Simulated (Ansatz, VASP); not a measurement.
## One calculation of BN, two programs

The input INCAR:

```
PREC = Accurate
ENCUT = 600
EDIFF = 1E-6
ISMEAR = 0
SIGMA = 0.02
LREAL = False
LASPH = True
NELM = 120
ALGO = Normal
ISIF = 2
LWAVE = False
LCHARG = False
GGA = PE
NBANDS = 11
GGA_COMPAT = False
```

The input KPOINTS:

```
regular mesh
0
Gamma
  12 12 12
```

The input POSCAR:

```
BN
1.0
    0.0000000000      1.7940190517      1.7940190517
    1.7940190517      0.0000000000      1.7940190517
    1.7940190517      1.7940190517      0.0000000000
B N
1 1
Direct
    0.0000000000      0.0000000000      0.0000000000
    0.2500000000      0.2500000000      0.2500000000
```

Input for Ansatz:

```yaml
crystal:
  lattice:
    - [0.0, 1.7940190517, 1.7940190517]
    - [1.7940190517, 0.0, 1.7940190517]
    - [1.7940190517, 1.7940190517, 0.0]
  atoms:
    - { symbol: B, position: [0.0, 0.0, 0.0] }
    - { symbol: "N", position: [0.25, 0.25, 0.25] }
basis:
  ecutwfc: 420
kpoints:
  mp_grid: { grid: [12, 12, 12] }
hamiltonian:
  xc: pbe
scf:
  occupations: { method: gaussian, width: 0.02 }
output:
  forces: true
  stress: true
  eigenvalues: true
```

Alike in both runs: task single point; functional PBE; k mesh 12 × 12 × 12; occupations gaussian, width 0.02 eV; no spin polarisation.

```csv
,VASP,Ansatz
version,VASP 6.6.1,Ansatz 0.2.0
potentials or method,"VASP PAW PBE potentials, release 64 (B, N), cutoff 600 eV","scalar-relativistic, plane waves, PAW"
valence electrons in the cell,8,8
```

```csv
,VASP,Ansatz,Ansatz less VASP
gap on the k mesh at the Fermi level (eV),4.48,4.49,+0.010
least direct gap on the mesh (eV),8.93,8.94,+0.009
pressure (GPa),12.0,12.0,-0.06
```

With one functional, cell and mesh, what is left measures potentials, basis and numerics.
